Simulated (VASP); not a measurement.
A run of VASP 6.6.1 is set up as follows.

Contents of INCAR:

```
SYSTEM = Al3In8N12
PREC = Accurate ; ENCUT = 600
EDIFF = 1E-6 ; ISMEAR = 0
SIGMA = 0.1 ; LREAL = Auto
LASPH = .TRUE. ; NELM = 80
ALGO = Normal ; ISIF = 3
LWAVE = .FALSE. ; LCHARG = .FALSE.
GGA = PE ; IBRION = 2
NSW = 70 ; EDIFFG = -0.04
ISYM = 0
```

File KPOINTS:

```
Automatic mesh
0
Gamma
  3 2 2
  0 0.5 0.5
```

The input POSCAR:

```
Al3In8N12
1.0
    0.0000000000      5.9227685382      0.0000000000
    5.1453312758      2.9613842691     -5.5002130701
   -5.1453312758      2.9613842691     -5.5002130701
Al In N
3 8 12
Direct
    0.1419577842      0.5050335449      0.5077077958
    0.6579815031      0.0032550943      0.0030044353
    0.5839157187      0.7571167020      0.7583737132
    0.6649330976      0.6722154076      0.3427880553
    0.1651690154      0.1631308339      0.8420521528
    0.6633326466      0.3401356362      0.6713744677
    0.1655435138      0.8420912291      0.1718156528
    0.0685329049      0.5917880567      0.9202282086
    0.5717415967      0.0960491609      0.4192052265
    0.0680793932      0.9202657190      0.5913834338
    0.5648172812      0.4210305778      0.1011718138
    0.3776483828      0.9585712916      0.6608368070
    0.8733266773      0.4597341020      0.1581134718
    0.3811835068      0.6575461160      0.9589311390
    0.8769111589      0.1564635494      0.4547983451
    0.2616653319      0.4036559689      0.7134783078
    0.7665854181      0.9089385203      0.2084864065
    0.2631376629      0.7040780587      0.4046154650
    0.7547624385      0.2109237655      0.9077208575
    0.8008545162      0.8274212590      0.8353493629
    0.3014378790      0.3295861422      0.3358760590
    0.7854782696      0.5801724690      0.5821386100
    0.2869872401      0.0805469746      0.0783267784
```

Potentials or basis: VASP PAW PBE potentials, release 64 (Al, In_d, N).

Run with:

```bash
$ cat potpaw_PBE.64/Al/POTCAR potpaw_PBE.64/In_d/POTCAR potpaw_PBE.64/N/POTCAR > POTCAR
$ mpirun -np 1 vasp_std > vasp.out
```

(1) Predict the relaxed cell.

(2) What does it give for the space group after relaxing (to 0.1 Å)?

(3) Predict the relaxed volume.

Answers

(1) a = 5.965 Å, b = 8.168 Å, c = 8.170 Å, α = 78.36°, β = 68.47°, γ = 68.50°.

(2) Cm (No. 8).

(3) 14.93 Å³/atom.

Caveat: the k points lie up to 0.41 Å⁻¹ apart in the final cell, too coarse for converged energies and pressures of a metal.
